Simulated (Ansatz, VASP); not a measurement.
**Two plane-wave programs on Ni**

```
Ni
1.0
    -1.38372    1.38372    1.38372
     1.38372   -1.38372    1.38372
     1.38372    1.38372   -1.38372
Ni
1
Direct
  0.00000 0.00000 0.00000
```

Alike in both runs: task single point; functional PBEsol; k mesh 14 × 14 × 14; occupations fermi-dirac, width 0.15 eV; collinear spin.

```csv
,VASP,Ansatz
version,VASP 6.6.1,Ansatz 0.2.0
potentials or method,"VASP PAW PBE potentials, release 64 (Ni)","plane waves, PAW"
plane-wave cutoff (eV),520,420
valence electrons in the cell,10,18
```

VASP gave:

* gap on the k mesh at the Fermi level (eV): none
* pressure (GPa): -2.2
* net moment per atom (μB): 0.39
* size of the moment on the site where the two differ most (μB): 0.39

Task: Which values does Ansatz return?

Result: gap on the k mesh at the Fermi level (eV): none; pressure (GPa): -2.2; net moment per atom (μB): 0.41; size of the moment on the site where the two differ most (μB): 0.43.

VASP's potentials were made for PBE, not for PBEsol. Site moments also hang on the region over which each program counts them. A gap of «none» marks a metal or a gap that the smearing closes. With one functional, cell and mesh, what is left measures potentials, basis and numerics. VASP's potentials hold 10 valence electrons a cell and Ansatz's 18, so a difference there can come from the potentials and not from the codes.
